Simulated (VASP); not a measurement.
Au: relaxation of cell and atoms with PBE

Crystal: Au.

```
CELL_PARAMETERS angstrom
2.90308 0.00000 0.00000
-1.45154 2.51414 0.00000
0.00000 0.00000 4.95291
ATOMIC_POSITIONS crystal
Au 0.66667 0.33333 0.75000
Au 0.33333 0.66667 0.25000
```

```
Program                : VASP 6.6.1
Task                   : relaxation of cell and atoms
Functional             : PBE
Potentials or basis    : VASP PAW PBE potentials, release 64 (Au)
Cutoff                 : 600 eV
k mesh                 : 6 × 6 × 4
Occupations            : gaussian, width 0.1 eV
Spin                   : no spin polarisation
Dipole correction      : no
Further INCAR settings : ALGO = Normal; EDIFF = 1e-06; IBRION = 2; EDIFFG = -0.04; NSW = 90; ISIF = 3
```

```json
{
  "Relaxed volume": "18.14 Å³/atom",
  "Relaxed cell": "a = 2.975 Å, b = 2.975 Å, c = 4.733 Å, α = 90.00°, β = 90.00°, γ = 120.00°",
  "Space group after relaxing (to 0.05 Å)": "P6_3/mmc (No. 194)",
  "Energy gained by relaxing": "21.3 meV/atom",
  "Ionic steps": "6",
  "Pressure after relaxing": "0.0 GPa",
  "Band gap on the k mesh": "zero (band 11 reaches 12.36 eV, above the bottom of band 12 at 5.93 eV)"
}
```

Stress tensor (GPa, compression positive):
```
-0.07  0.00  0.00
 0.00 -0.07  0.00
 0.00  0.00  0.01
```

Step by step:
```csv
step,energy change (eV),largest force (eV/Å),pressure (GPa),volume (Å³)
1,0.0000,0.0000,0.39,36.15
2,-0.0374,0.0000,-0.42,36.36
3,-0.0423,0.0000,-0.61,36.44
4,-0.0423,0.0000,-0.62,36.45
5,-0.0420,0.0000,0.88,36.05
6,-0.0427,0.0000,-0.04,36.28
```

Final structure:
```yaml
crystal:
  lattice:
    - [2.97508, 0.00000, 0.00000]
    - [-1.48754, 2.57649, 0.00000]
    - [0.00000, 0.00000, 4.73342]
  atoms:
    - { symbol: Au, position: [0.66667, 0.33333, 0.75000] }
    - { symbol: Au, position: [0.33333, 0.66667, 0.25000] }
```

Levels at points of the mesh, in eV from the Fermi level:
```csv
k point,band 7,band 8,band 9,band 10,band 11,band 12,band 13,band 14,band 15
"(0.00, 0.00, 0.00)",-3.77,-3.47,-3.47,-1.99,-1.99,-0.36,3.18,14.43,16.66
"(0.50, 0.00, 0.00)",-3.42,-1.88,-1.66,-1.66,0.32,1.28,6.12,7.37,7.49
"(0.00, 0.00, 0.50)",-4.22,-4.22,-2.41,-2.41,-2.41,-2.41,11.53,11.53,14.68
"(0.50, 0.00, 0.50)",-2.17,-2.17,-1.74,-1.74,0.65,0.65,3.67,3.67,13.07
```

Wall time 40 s on 1 thread of Intel(R) Xeon(R) Platinum 8259CL CPU @ 2.50GHz (Skylake/Cascade Lake), on a shared host, peak memory 0.17 GiB.

Caveat: the k points lie up to 0.41 Å⁻¹ apart in the final cell; spin-orbit coupling is left out, which moves the levels of the heavy elements.
